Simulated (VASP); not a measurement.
# InPd (Pm-3m) in VASP: further runs

The runs below take InPd through single point, with PBE.

All numbers are computed with VASP 6.6.1; they aren't measurements. Logs are shortened: lines on timing, memory, paths and dates and some standing lists are left out, and cuts for length are marked.

### 1 The cell of the first run

It takes space group Pm-3m (No. 221, cubic). The conventional cell has a = 3.272 Å, b = 3.272 Å, c = 3.272 Å, α = 90.00°, β = 90.00°, γ = 90.00°. Within 3.7 Å of In (site symmetry m-3m) lie 8 Pd at 2.83 Å and 6 In at 3.27 Å. Within 3.7 Å of Pd (site symmetry m-3m) lie 8 In at 2.83 Å and 6 Pd at 3.27 Å.

### 2 Single point, PBE

INCAR

```
SYSTEM = InPd
ALGO = Normal
EDIFF = 1E-6
ENCUT = 500
GGA = PE
GGA_COMPAT = .FALSE.
ISIF = 2
ISMEAR = -1
LASPH = .TRUE.
LCHARG = .FALSE.
LREAL = .FALSE.
LWAVE = .FALSE.
NBANDS = 18
NELM = 120
PREC = Accurate
SIGMA = 0.01
```

KPOINTS

```
k-points
0
G
  7 7 7
  0 0 0
```

POSCAR

```
InPd
1.0
    3.2718800000      0.0000000000      0.0000000000
    0.0000000000      3.2718800000      0.0000000000
    0.0000000000      0.0000000000      3.2718800000
In Pd
1 1
Direct
    0.0000000000      0.0000000000      0.0000000000
    0.5000000000      0.5000000000      0.5000000000
```

Potentials or basis: VASP PAW PBE potentials, release 64 (In_d, Pd).

Started as:

```sh
> cat potpaw_PBE.64/In_d/POTCAR potpaw_PBE.64/Pd/POTCAR > POTCAR
> mpirun -np 1 vasp_std > vasp.out
```

OUTCAR:

```text
SYSTEM = InPd
   EDIFF = 1E-6
   ENCUT = 500
   GGA = PE
   ISIF = 2
   ISMEAR = -1
   LASPH = .TRUE.
   LREAL = .FALSE.
   NELM = 120
   PREC = Accurate

 ion  position               nearest neighbor table
   1  0.000  0.000  0.000-   2 2.83   2 2.83   2 2.83   2 2.83   2 2.83   2 2.83   2 2.83   2 2.83

   2  0.500  0.500  0.500-   1 2.83   1 2.83   1 2.83   1 2.83   1 2.83   1 2.83   1 2.83   1 2.83

  LATTYP: Found a simple cubic cell.
 ALAT       =     3.2718800000

  Lattice vectors:

 A1 = (   3.2718800000,   0.0000000000,   0.0000000000)
 A2 = (   0.0000000000,   3.2718800000,   0.0000000000)
 A3 = (   0.0000000000,   0.0000000000,   3.2718800000)

Analysis of symmetry for initial positions (statically):
=====================================================================
 Subroutine PRICEL returns:
 Original cell was already a primitive cell.

 Routine SETGRP: Setting up the symmetry group for a
 simple cubic supercell.

 Subroutine GETGRP returns: Found 48 space group operations
 (whereof 48 operations were pure point group operations)
 out of a pool of 48 trial point group operations.

The static configuration has the point symmetry O_h .

Analysis of symmetry for dynamics (positions and initial velocities):
=====================================================================
 Subroutine PRICEL returns:
 Original cell was already a primitive cell.

 Routine SETGRP: Setting up the symmetry group for a
 simple cubic supercell.

 Subroutine GETGRP returns: Found 48 space group operations
 (whereof 48 operations were pure point group operations)
 out of a pool of 48 trial point group operations.

The dynamic configuration has the point symmetry O_h .

 Subroutine INISYM returns: Found 48 space group operations
 (whereof 48 operations are pure point group operations),
 and found     1 'primitive' translations

----------------------------------------------------------------------------------------

                                     Primitive cell

  volume of cell :      35.0261

  direct lattice vectors                    reciprocal lattice vectors
     3.271880000  0.000000000  0.000000000     0.305634681  0.000000000  0.000000000
     0.000000000  3.271880000  0.000000000     0.000000000  0.305634681  0.000000000
     0.000000000  0.000000000  3.271880000     0.000000000  0.000000000  0.305634681

  length of vectors
     3.271880000  3.271880000  3.271880000     0.305634681  0.305634681  0.305634681

  position of ions in fractional coordinates (direct lattice)
     0.000000000  0.000000000  0.000000000
     0.500000000  0.500000000  0.500000000

  ion indices of the primitive-cell ions
   primitive index   ion index
                 1           1
                 2           2

----------------------------------------------------------------------------------------

 KPOINTS: k-points

Automatic generation of k-mesh.
 Grid dimensions read from file:
 generate k-points for:    7    7    7

 Generating k-lattice:

  Cartesian coordinates                     Fractional coordinates (reciprocal lattice)
     0.043662097  0.000000000  0.000000000     0.142857143  0.000000000  0.000000000
     0.000000000  0.043662097  0.000000000     0.000000000  0.142857143  0.000000000
     0.000000000  0.000000000  0.043662097     0.000000000  0.000000000  0.142857143

  Length of vectors
     0.043662097  0.043662097  0.043662097

  Shift w.r.t. Gamma in fractional coordinates (k-lattice)
     0.000000000  0.000000000  0.000000000

 Subroutine IBZKPT returns following result:
 ===========================================

 Found     20 irreducible k-points:

 Following reciprocal coordinates:
            Coordinates               Weight
  0.000000  0.000000  0.000000      1.000000
  0.142857  0.000000  0.000000      6.000000
  0.285714  0.000000  0.000000      6.000000
  0.428571  0.000000  0.000000      6.000000
  0.142857  0.142857  0.000000     12.000000
  0.285714  0.142857  0.000000     24.000000
[... 12 lines left out ...]
  0.428571  0.428571  0.285714     24.000000
  0.428571  0.428571  0.428571      8.000000
   k-points           NKPTS =     20   k-points in BZ     NKDIM =     20   number of bands    NBANDS=     18
   number of dos      NEDOS =    301   number of ions     NIONS =      2
   total plane-waves  NPLWV =  13824
   dimension x,y,z NGX =    24 NGY =   24 NGZ =   24
   dimension x,y,z NGXF=    48 NGYF=   48 NGZF=   48
   ions per type =               1   1
   NGX,Y,Z   is equivalent  to a cutoff of  12.19, 12.19, 12.19 a.u.
   NGXF,Y,Z  is equivalent  to a cutoff of  24.39, 24.39, 24.39 a.u.
 SYSTEM =  InPd
   PREC   = accura    normal or accurate (medium, high low for compatibility)
   ISTART =      0    job   : 0-new  1-cont  2-samecut
   ICHARG =      2    charge: 1-file 2-atom 10-const
   ISPIN  =      1    spin polarized calculation?
   LNONCOLLINEAR =      F non collinear calculations
   LSORBIT =      F    spin-orbit coupling
   LASPH  =      T    aspherical Exc in radial PAW
   ENCUT  =  500.0 eV  36.75 Ry    6.06 a.u.   5.97  5.97  5.97*2*pi/ulx,y,z
   NELM   =    120;   NELMIN=  2; NELMDL= -5     # of ELM steps
   EDIFF  = 0.1E-05   stopping-criterion for ELM
   LREAL  =      F    real-space projection
   EDIFFG = 0.1E-04   stopping-criterion for IOM
   NSW    =      0    number of steps for IOM
   IBRION =     -1    ionic relax: 0-MD 1-quasi-New 2-CG
   NFREE  =      0    steps in history (QN), initial steepest desc. (CG)
   ISIF   =      2    stress and relaxation
   ISYM   =      2    0-nonsym 1-usesym 2-fastsym
   POTIM  = 0.5000    time-step for ionic-motion
   TEBEG  =    0.0;   TEEND  =   0.0 temperature during run
   PSTRESS=    0.0 pullay stress
   NELECT =      23.0000    total number of electrons
   NUPDOWN=      -1.0000    fix difference up-down
   EMIN   =  10.00;   EMAX   =-10.00  energy-range for DOS
   EFERMI =   0.00;   METHOD = LEGACY
   ISMEAR =    -1;   SIGMA  =   0.01  broadening in eV -4-tet -1-fermi 0-gaus
   EFERMI_NEDOS =   21; number of points for ismear=-14 and -15
   IALGO  =     38    algorithm
   IMIX   =      4    mixing-type and parameters
     AMIX     =   0.40;   BMIX     =  1.00
     AMIX_MAG =   1.60;   BMIX_MAG =  1.00
  volume/ion in A,a.u.               =      17.51       118.18
  Fermi-wavevector in a.u.,A,eV,Ry     =   1.422941  2.688968 27.548528  2.024760
  Thomas-Fermi vector in A             =   2.543591
   LORBIT       =      0    0 simple, 1 ext, 2 COOP (PROOUT), +10 PAW based schemes
   GGA     = PE    functional components
   LHFCALC =     F    Hartree Fock is set to
   AEXX    =    0.0000 exact exchange contribution
   IVDW    =     0    specifies the selected vdW correction
   LEPSILON=     F    determine dielectric tensor
   LRPA    =     F    only Hartree local field effects (RPA)
 non-spin polarized calculation
  energy-cutoff  :      500.00
  volume of cell :       35.03
 maximum number of plane-waves:       904
 NGX is ok and might be reduce to    24
   NGX = 11   NGY = 11   NGZ = 11

 number of electron      22.9999997 magnetization

 Free energy of the ion-electron system (eV)
  ---------------------------------------------------
  ext. energy  EPLUGINS =         0.00000000
  ---------------------------------------------------
  free energy    TOTEN  =        -8.74585505 eV

  energy without entropy =       -8.74523101  energy(sigma->0) =       -8.74554303

 E-fermi :  10.7510     XC(G=0): -12.2293

 val. band max:       10.7017843234   @ k =   0.4286   0.4286   0.4286
 cond. band min:      10.7686770566   @ k =   0.4286   0.2857   0.2857
 fundamental gap:      0.0668927332
 Fermi energy:        10.7510132775

 k-point     1 :       0.0000    0.0000    0.0000
  band No.  band energies     occupation
      1      -4.4365      2.00000
      2      -4.4365      2.00000
      3      -4.0268      2.00000
      4      -4.0268      2.00000
      5      -4.0268      2.00000
      6       0.4362      2.00000
[... 10 lines left out ...]
     17      21.0739      0.00000
     18      26.5100      0.00000

 k-point     2 :       0.1429    0.0000    0.0000
  band No.  band energies     occupation
      1      -4.4256      2.00000
      2      -4.3701      2.00000
      3      -4.0471      2.00000
      4      -4.0471      2.00000
      5      -4.0208      2.00000
      6       0.7601      2.00000
[... 10 lines left out ...]
     17      23.0115      0.00000
     18      25.8536      0.00000

 k-point     3 :       0.2857    0.0000    0.0000
  band No.  band energies     occupation
      1      -4.4010      2.00000
      2      -4.2218      2.00000
      3      -4.0921      2.00000
      4      -4.0921      2.00000
      5      -4.0072      2.00000
      6       1.7206      2.00000
[... 10 lines left out ...]
     17      24.8509      0.00000
     18      24.8523      0.00000

 k-point     4 :       0.4286    0.0000    0.0000
  band No.  band energies     occupation
      1      -4.3811      2.00000
      2      -4.1278      2.00000
      3      -4.1278      2.00000
      4      -4.1038      2.00000
      5      -3.9962      2.00000
      6       3.2395      2.00000
[... 291 lines left out ...]
      4      -4.0571      2.00000
      5      -3.9305      2.00000
      6       4.4359      2.00000
[... 10 lines left out ...]
     17      20.3817      0.00000
     18      22.9582      0.00000

 k-point    19 :       0.4286    0.4286    0.2857
  band No.  band energies     occupation
      1      -4.3178      2.00000
      2      -4.2425      2.00000
      3      -4.2414      2.00000
      4      -3.9940      2.00000
      5      -3.8505      2.00000
      6       4.8622      2.00000
[... 10 lines left out ...]
     17      18.4672      0.00000
     18      20.6380      0.00000

 k-point    20 :       0.4286    0.4286    0.4286
  band No.  band energies     occupation
      1      -4.2988      2.00000
      2      -4.2858      2.00000
      3      -4.2858      2.00000
      4      -3.8474      2.00000
      5      -3.8474      2.00000
      6       5.3472      2.00000
[... 10 lines left out ...]
     17      15.9859      0.00000
     18      18.1623      0.00000

------------------------ aborting loop because EDIFF is reached ----------------------------------------

  FORCE on cell =-STRESS in cart. coord.  units (eV):
  Direction    XX          YY          ZZ          XY          YZ          ZX
  --------------------------------------------------------------------------------------
  -------------------------------------------------------------------------------------
  Total        0.9535783      0.9535783      0.9535783     -0.0000000      0.0000000     -0.0000000
  in kB       43.6189126     43.6189126     43.6189126     -0.0000000      0.0000000     -0.0000000
  external PRESSURE =      43.6189126 kB  Pullay stress =       0.0000000 kB

 VOLUME and BASIS-vectors are now :
 -----------------------------------------------------------------------------
  energy-cutoff  :      500.00
  volume of cell :       35.03
      direct lattice vectors                 reciprocal lattice vectors
     3.271880000  0.000000000  0.000000000     0.305634681  0.000000000  0.000000000
     0.000000000  3.271880000  0.000000000     0.000000000  0.305634681  0.000000000
     0.000000000  0.000000000  3.271880000     0.000000000  0.000000000  0.305634681

 POSITION                                       TOTAL-FORCE (eV/Angst)
 -----------------------------------------------------------------------------------
      0.00000      0.00000      0.00000         0.000000      0.000000      0.000000
      1.63594      1.63594      1.63594         0.000000      0.000000      0.000000
 -----------------------------------------------------------------------------------
    total drift:                                0.000000      0.000000     -0.000000

  FREE ENERGIE OF THE ION-ELECTRON SYSTEM (eV)
  ---------------------------------------------------
  free  energy   TOTEN  =        -8.7458550459 eV

  energy  without entropy=       -8.7452310100  energy(sigma->0) =       -8.74554303
```

It took 16 s on 1 thread of Intel Xeon 8259CL, shared host; peak memory 0.14 GiB.

Results:

| Quantity | Value |
| --- | --- |
| Free energy | -8.7459 eV |
| Pressure | 4.4 GPa |
| Band gap on the k mesh | zero (an odd number of electrons rules out a gap without spin polarisation) |

Caveat: the cell stands under pressure; spin-orbit coupling is left out, which moves the levels of the heavy elements.

### 3 Single point, PBE, non-collinear spin, zero start, spin-orbit coupling

INCAR

```
PREC = Accurate
ENCUT = 500
EDIFF = 1E-6
ISMEAR = -1
SIGMA = 0.01
LREAL = False
LASPH = True
NELM = 200
ALGO = Normal
ISIF = 2
LWAVE = False
LCHARG = False
MAGMOM = 0 0 0 0 0 0
LORBIT = 11
LSORBIT = True
GGA_COMPAT = False
LORBMOM = True
LMAXMIX = 4
GGA = PE
NBANDS = 35
```

KPOINTS

```
Automatic mesh
0
Gamma
  7 7 7
```

POSCAR is that of step 2.

Potentials or basis: VASP PAW PBE potentials, release 64 (In_d, Pd).

Started as:

```sh
> cat potpaw_PBE.64/In_d/POTCAR potpaw_PBE.64/Pd/POTCAR > POTCAR
> mpirun -np 1 vasp_ncl > vasp.out
```

It took 70 s on 1 thread of Intel Xeon 8259CL, shared host; peak memory 0.21 GiB.

It converged, with:

```yaml
Free_energy: -8.8124 eV
Pressure: 4.3 GPa
Net_moment: 0.00 μB per cell
Valence_electrons_inside_the_program's_atomic_spheres: In 11.45; Pd 9.49
```

Moments on the atoms (μB; x, y, z):
```
In  0.00 0.00 0.00
Pd  0.00 0.00 0.00
```

Caveat: the cell stands under pressure.

The gap in the log of VASP goes by the Fermi energy; the results here count the filled bands.